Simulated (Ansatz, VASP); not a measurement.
# One calculation of Ti2B2Os, two programs

INCAR

```
SYSTEM = Ti2B2Os
ALGO = Normal
EDIFF = 1E-6
EDIFFG = -0.04
ENCUT = 600
GGA = PE
IBRION = 2
ISIF = 3
ISMEAR = 0
LASPH = .True.
LCHARG = .False.
LREAL = .False.
LWAVE = .False.
NELM = 100
NSW = 90
PREC = Accurate
SIGMA = 0.1
```

KPOINTS

```
k-points
0
Gamma
  6 6 4
  0 0 0
```

Contents of POSCAR:

```
Ti2B2Os
1.0
    4.5019394500      0.0000000000      0.0000000000
   -2.2509697200      3.8987939300      0.0000000000
    0.0000000000      0.0000000000      4.1099991500
Ti B Os
2 2 1
Direct
    0.6666666700      0.3333333300      0.0000000000
    0.6666666700      0.3333333300      0.5000000000
    0.0000000000      0.0000000000      0.2583803800
    0.0000000000      0.0000000000      0.7416196200
    0.3333333300      0.6666666700      0.0000000000
```

Input for Ansatz:

```yaml
crystal:
  lattice:
    - [4.50193945, 0.0, 0.0]
    - [-2.25096972, 3.89879393, 0.0]
    - [0.0, 0.0, 4.10999915]
  atoms:
    - { symbol: Ti, position: [0.66666667, 0.33333333, 0.0] }
    - { symbol: Ti, position: [0.66666667, 0.33333333, 0.5] }
    - { symbol: B, position: [0.0, 0.0, 0.25838038] }
    - { symbol: B, position: [0.0, 0.0, 0.74161962] }
    - { symbol: Os, position: [0.33333333, 0.66666667, 0.0] }
basis:
  ecutwfc: 420
kpoints:
  mp_grid: { grid: [6, 6, 4] }
hamiltonian:
  xc: pbe
scf:
  occupations: { method: gaussian, width: 0.1 }
  lower_state_search: "off"
output:
  forces: true
  stress: true
  eigenvalues: true
relax:
  adjacent_minimum: "off"
  f_tol: 0.04
  max_steps: 70
  cell: { stress_tol: 0.4 }
```

Alike in both runs: task relaxation of cell and atoms; functional PBE; k mesh 6 × 6 × 4; occupations gaussian, width 0.1 eV; no spin polarisation.

```csv
,VASP,Ansatz
version,VASP 6.6.1,Ansatz 0.2.0
potentials or method,"VASP PAW PBE potentials, release 64 (Ti_sv, B, Os), cutoff 600 eV","scalar-relativistic, plane waves, PAW"
valence electrons in the cell,38,46
```

|  | VASP | Ansatz | Ansatz less VASP |
| --- | --- | --- | --- |
| gap on the k mesh at the Fermi level, each at its own relaxed structure (eV) | none | none | - |
| relaxed volume (Å³/atom) | 12.99 | 12.95 | -0.037 |
| relaxed length of the cell vector where the two differ most in proportion (Å) | 3.992 | 3.987 | -0.0053 |

A gap of «none» marks a metal or a gap that the smearing closes. VASP's potentials hold 38 valence electrons a cell and Ansatz's 46, so a difference there can come from the potentials and not from the codes.

The k mesh is coarse, so the values compare programs but aren't converged. Neither program's run includes spin-orbit coupling.
